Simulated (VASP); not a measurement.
Wanted: the native input for a VASP 6.6.1 run.

```yaml
Task: single point
Functional: PBE
Potentials_or_basis: VASP PAW PBE potentials, release 64 (Ge_d, Si)
Cutoff: 520 eV
k_mesh: 7 × 7 × 1
Occupations: gaussian, width 0.1 eV
Spin: no spin polarisation
Dipole_correction: yes
Further_INCAR_settings: ALGO = Normal; EDIFF = 1e-06; NBANDS = 38
```

The structure of SiGe4 lies in POSCAR:

```
SiGe4
1.0
    4.0740542171      0.0000000000      0.0000000000
    0.0000000000      4.0740542171      0.0000000000
    0.0000000000      0.0000000000     19.8557569412
Ge Si
4 1
Direct
    0.0000000000      0.5000000000      0.2014529092
    0.0000000000      0.0000000000      0.2739958843
    0.5000000000      0.0000000000      0.3493666172
    0.5000000000      0.5000000000      0.4208228861
    0.6250000000      0.8750000000      0.5016936166
```

These files were run (other wordings do the same):

INCAR

```
SYSTEM = SiGe4
PREC = Accurate
ENCUT = 520
EDIFF = 1E-6
ISMEAR = 0
SIGMA = 0.1
LREAL = .False.
LASPH = .True.
NELM = 100
ALGO = Normal
ISIF = 2
LWAVE = .False.
LCHARG = .False.
LDIPOL = .True.
IDIPOL = 3
DIPOL = 0.5 0.5 0.349
GGA = PE
NBANDS = 38
```

KPOINTS

```
regular mesh
0
Gamma
  7 7 1
  0 0 0
```

Potentials or basis: VASP PAW PBE potentials, release 64 (Ge_d, Si).

Command:

```console
$ cat potpaw_PBE.64/Ge_d/POTCAR potpaw_PBE.64/Si/POTCAR > POTCAR
$ mpirun -np 1 vasp_std > vasp.out
```

Results of the run:

| Quantity | Value |
| --- | --- |
| Largest force | 1.093 eV/Å |
| Band gap on the k mesh | zero (bands 30 and 31 overlap by 0.98 eV) |

It took 11 min on 1 thread of Intel Xeon 8259CL, with other jobs on the host, peak memory 0.51 GiB.
